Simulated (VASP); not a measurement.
# Ag4O in VASP: a series of runs, part 2 of 2

VASP 6.6.1. The steps go on from the part before.

### 3 Single point, PBEsol

Contents of INCAR:

```
ALGO = Fast ; DIPOL = 0.5 0.5 0.510
EDIFF = 1E-6 ; ENCUT = 520
GGA = PS ; IDIPOL = 3
ISIF = 2 ; ISMEAR = 0
LASPH = True ; LCHARG = False
LDIPOL = True ; LREAL = False
LWAVE = False ; NBANDS = 33
NELM = 60 ; PREC = Accurate
SIGMA = 0.1
```

Contents of KPOINTS:

```
k-points
0
Gamma
  10 10 1
```

Contents of POSCAR:

```
Ag4O
1.0
    2.8669036825      0.0000000000      0.0000000000
    0.0000000000      2.8669036825      0.0000000000
    0.0000000000      0.0000000000     25.0816211046
Ag O
4 1
Direct
    0.5000000000      0.5000000000      0.3388935654
    0.0000000000      0.0000000000      0.4197179677
    0.5000000000      0.5000000000      0.5008162760
    0.0000000000      0.0000000000      0.5799214924
    0.3333333333      0.3333333333      0.7123964639
```

Potentials or basis: VASP PAW PBE potentials, release 64 (Ag, O).

Launch:

```console
cat potpaw_PBE.64/Ag/POTCAR potpaw_PBE.64/O/POTCAR > POTCAR
mpirun -np 1 vasp_std > vasp.out
```

OUTCAR:

```text
EDIFF = 1E-6
   ENCUT = 520
   GGA = PS
   ISIF = 2
   ISMEAR = 0
   LASPH = True
   LREAL = False
   NELM = 60
   PREC = Accurate

 ion  position               nearest neighbor table
   1  0.500  0.500  0.339-   2 2.87   2 2.87   2 2.87   2 2.87
   2  0.000  0.000  0.420-   1 2.87   1 2.87   1 2.87   1 2.87   3 2.87   3 2.87   3 2.87   3 2.87

   3  0.500  0.500  0.501-   4 2.84   4 2.84   4 2.84   4 2.84   2 2.87   2 2.87   2 2.87   2 2.87

   4  0.000  0.000  0.580-   3 2.84   3 2.84   3 2.84   3 2.84
   5  0.333  0.333  0.712-

  LATTYP: Found a simple tetragonal cell.
 ALAT       =     2.8669036825
 C/A-ratio  =     8.7486793706

  Lattice vectors:

 A1 = (   2.8669036825,   0.0000000000,   0.0000000000)
 A2 = (   0.0000000000,   2.8669036825,   0.0000000000)
 A3 = (   0.0000000000,   0.0000000000,  25.0816211046)

Analysis of symmetry for initial positions (statically):
=====================================================================
 Subroutine PRICEL returns:
 Original cell was already a primitive cell.

 Routine SETGRP: Setting up the symmetry group for a
 simple tetragonal supercell.

 Subroutine GETGRP returns: Found  2 space group operations
 (whereof  2 operations were pure point group operations)
 out of a pool of 16 trial point group operations.

The static configuration has the point symmetry C_1h.

Analysis of symmetry for dynamics (positions and initial velocities):
=====================================================================
 Subroutine PRICEL returns:
 Original cell was already a primitive cell.

 Routine SETGRP: Setting up the symmetry group for a
 simple tetragonal supercell.

 Subroutine GETGRP returns: Found  2 space group operations
 (whereof  2 operations were pure point group operations)
 out of a pool of 16 trial point group operations.

The dynamic configuration has the point symmetry C_1h.

 Subroutine INISYM returns: Found  2 space group operations
 (whereof  2 operations are pure point group operations),
[... 129 lines left out ...]
   AEXX    =    0.0000 exact exchange contribution
   IVDW    =     0    specifies the selected vdW correction
   LEPSILON=     F    determine dielectric tensor
   LRPA    =     F    only Hartree local field effects (RPA)
 non-spin polarized calculation
 RMM-DIIS sequential band-by-band and
 Gauss-broadening in eV      SIGMA  =   0.10
  energy-cutoff  :      520.00
  volume of cell :      206.15
 maximum number of plane-waves:      5593
 NGX is ok and might be reduce to    24
   NGX = 11   NGY = 11   NGZ = 93

 number of electron      49.9999987 magnetization

 dipolmoment           0.000000      0.000000      0.226937 electrons x Angstroem

 Free energy of the ion-electron system (eV)
  ---------------------------------------------------
  ext. energy  EPLUGINS =         0.00000000
  ---------------------------------------------------
  free energy    TOTEN  =       -13.64120229 eV

  energy without entropy =      -13.60614346  energy(sigma->0) =      -13.62367288

 E-fermi :  -1.5894     XC(G=0):  -5.4762

 val. band max:       -1.6093211225   @ k =   0.4000   0.2000   0.0000
 cond. band min:      -1.5800754578   @ k =   0.5000   0.3000   0.0000
 fundamental gap:      0.0292456647
 Fermi energy:        -1.5894099082

 k-point     1 :       0.0000    0.0000    0.0000
  band No.  band energies     occupation
      1     -17.0129      2.00000
      2      -8.9698      2.00000
      3      -7.9211      2.00000
      4      -7.7438      2.00000
      5      -7.5433      2.00000
      6      -7.2430      2.00000
[... 853 lines left out ...]
     32       6.1121      0.00000
     33      10.7465      0.00000

 [... further k-points ...]

------------------------ aborting loop because EDIFF is reached ----------------------------------------

 vacuum level on the upper side and lower side of the slab       (xc-potential included)         2.426        -2.467

  FORCE on cell =-STRESS in cart. coord.  units (eV):
  Direction    XX          YY          ZZ          XY          YZ          ZX
  --------------------------------------------------------------------------------------
  -------------------------------------------------------------------------------------
  Total       -3.4420111     -3.4420111     -2.0775831     -0.0089869     -0.0725858     -0.0725857
  in kB      -26.7510625    -26.7510625    -16.1468264     -0.0698453     -0.5641316     -0.5641309
  external PRESSURE =     -23.2163171 kB  Pullay stress =       0.0000000 kB

 VOLUME and BASIS-vectors are now :
 -----------------------------------------------------------------------------
  energy-cutoff  :      520.00
  volume of cell :      206.15
      direct lattice vectors                 reciprocal lattice vectors
     2.866903682  0.000000000  0.000000000     0.348808370  0.000000000  0.000000000
     0.000000000  2.866903682  0.000000000     0.000000000  0.348808370  0.000000000
     0.000000000  0.000000000 25.081621105     0.000000000  0.000000000  0.039869831

 POSITION                                       TOTAL-FORCE (eV/Angst)
 -----------------------------------------------------------------------------------
      1.43345      1.43345      8.50000        -0.000026     -0.000026      0.141058
      0.00000      0.00000     10.52721         0.000047      0.000047     -0.151223
      1.43345      1.43345     12.56128         0.000706      0.000706      0.032554
      0.00000      0.00000     14.54537         0.020685      0.020685      0.493716
      0.95563      0.95563     17.86806        -0.021412     -0.021412     -0.516105
 -----------------------------------------------------------------------------------
    total drift:                               -0.000090     -0.000090     -0.000944

  FREE ENERGIE OF THE ION-ELECTRON SYSTEM (eV)
  ---------------------------------------------------
  free  energy   TOTEN  =       -13.6412022945 eV

  energy  without entropy=      -13.6061434585  energy(sigma->0) =      -13.62367288

 vacuum level on the upper side and lower side of the slab         7.775         2.778
```

stdout:

```text
POSCAR found type information on POSCAR AgO
 POSCAR found :  2 types and       5 ions
 scaLAPACK will be used
 -----------------------------------------------------------------------------
|                                                                             |
|                                                                             |
|     You enforced a specific xc type in the INCAR file but a different       |
|     I HOPE YOU KNOW WHAT YOU ARE DOING!                                     |
|                                                                             |
 -----------------------------------------------------------------------------

 LDA part: xc-table for (Slater+PW92), standard interpolation
 POSCAR, INCAR and KPOINTS ok, starting setup
 FFT: planning ... GRIDC
 FFT: planning ... GRID_SOFT
 FFT: planning ... GRID
 WAVECAR not read
 entering main loop
```

It took 12 min on 1 thread of Oxide Virtual Turin-like, shared host; peak memory 0.39 GiB.

Results:

| Quantity | Value |
| --- | --- |
| Free energy | -13.6412 eV |
| Largest force | 0.517 eV/Å |
| Band gap on the k mesh | zero (bands 25 and 26 overlap by 2.77 eV) |

Forces in eV/Å, atoms in the order of the input:
```
Ag   0.000  0.000  0.141
Ag   0.000  0.000 -0.151
Ag   0.001  0.001  0.033
Ag   0.021  0.021  0.494
O   -0.021 -0.021 -0.516
```

Caveat: the PAW data sets were made with another functional, which shifts forces and pressure a little.

### 4 Single point, PBEsol

Contents of INCAR:

```
SYSTEM = Ag4O
PREC = Accurate ; ENCUT = 520
EDIFF = 1E-6 ; ISMEAR = 0
SIGMA = 0.1 ; LREAL = .False.
LASPH = .True. ; NELM = 60
ALGO = Fast ; ISIF = 2
LWAVE = .False. ; LCHARG = .True.
LDIPOL = .True. ; IDIPOL = 3
DIPOL = 0.5 0.5 0.518 ; GGA = PS
LELF = .True. ; LVHAR = .True.
LVACPOTAV = .True. ; NBANDS = 33
```

Contents of KPOINTS:

```
Automatic mesh
0
Gamma
  10 10 1
  0 0 0
```

Edit POSCAR of step 3 so:

```diff
@@ -12,2 +12,2 @@
     0.0000000000      0.0000000000      0.5799214924
-    0.3333333333      0.3333333333      0.7123964639
+    0.3333333333      0.3333333333      0.7522662951
```

Launch:

```console
cat potpaw_PBE.64/Ag/POTCAR potpaw_PBE.64/O/POTCAR > POTCAR
mpirun -np 1 vasp_std > vasp.out
```

Wall time 8.9 min (1 thread of Oxide Virtual Turin-like, shared host); peak memory 0.4 GiB.

It converged, with:

| Item | Value |
| --- | --- |
| Free energy | -13.3662 eV |
| Largest force | 0.143 eV/Å |
| Band gap on the k mesh | zero (bands 25 and 26 overlap by 2.72 eV) |

Forces in eV/Å, atoms in the order of the input:
```
Ag   0.000  0.000  0.139
Ag   0.000  0.000 -0.143
Ag   0.000  0.000  0.023
Ag   0.001  0.001  0.116
O   -0.001 -0.001 -0.135
```

Levels at points of the mesh, in eV from the Fermi level:
| k point | band 23 | band 24 | band 25 | band 26 | band 27 | band 28 |
| --- | --- | --- | --- | --- | --- | --- |
| (0.00, 0.00, 0.00) | -2.75 | -2.52 | -0.56 | 0.12 | 0.44 | 0.44 |
| (0.50, 0.00, 0.00) | -0.39 | -0.36 | -0.13 | 0.15 | 0.29 | 0.60 |
| (0.50, 0.50, 0.00) | -0.88 | 0.17 | 2.47 | 2.47 | 4.53 | 4.53 |

Caveat: the PAW data sets were made with another functional, which shifts forces and pressure a little.

### 5 The runs side by side

| cell | gap on the mesh (eV) | largest force (eV/Å) |
| --- | --- | --- |
| as given, atomic positions A | none | 18.75 |
| as given, atomic positions B | none | 0.52 |
| as given, atomic positions C | none | 0.14 |

Alike in all rows: task single point; level PBEsol; potentials or basis VASP PAW PBE potentials, release 64 (Ag, O); no spin polarisation; k mesh 10 × 10 × 1; cutoff (eV) 520; smearing gaussian 0.1 eV.

Caveats: the PAW data sets were made with another functional, which shifts forces and pressure a little.

Total energies depend on the potentials used, so only differences within one code and one set of settings carry meaning.

The gap in the log of VASP goes by the Fermi energy; the results here count the filled bands.